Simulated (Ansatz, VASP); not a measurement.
**Pd in VASP and in Ansatz**

```
CELL_PARAMETERS angstrom
-1.57228 1.57228 1.57228
1.57228 -1.57228 1.57228
1.57228 1.57228 -1.57228
ATOMIC_POSITIONS crystal
Pd 0.00000 0.00000 0.00000
```

Alike in both runs: task single point; functional B3LYP; k mesh 6 × 6 × 6; occupations fermi-dirac, width 0.05 eV; no spin polarisation.

|  | VASP | Ansatz |
| --- | --- | --- |
| version | VASP 6.6.1 | Ansatz 0.2.0 |
| potentials or method | VASP PAW PBE potentials, release 64 (Pd) | Ansatz PAW |
| plane-wave cutoff (eV) | 520 | 420 |
| valence electrons in the cell | 10 | 18 |

Ansatz gave:

```
gap on the k mesh at the Fermi level (eV) : none
pressure (GPa)                            : 2.3
```

Q: Estimate VASP's values.

A: gap on the k mesh at the Fermi level (eV): none; pressure (GPa): 2.8.

VASP's potentials were made for PBE, not for B3LYP. A gap of «none» marks a metal or a gap that the smearing closes. With one functional, cell and mesh, what is left measures potentials, basis and numerics. VASP's potentials hold 10 valence electrons a cell and Ansatz's 18, so a difference there can come from the potentials and not from the codes.

The k mesh is coarse, so the values compare programs but aren't converged.
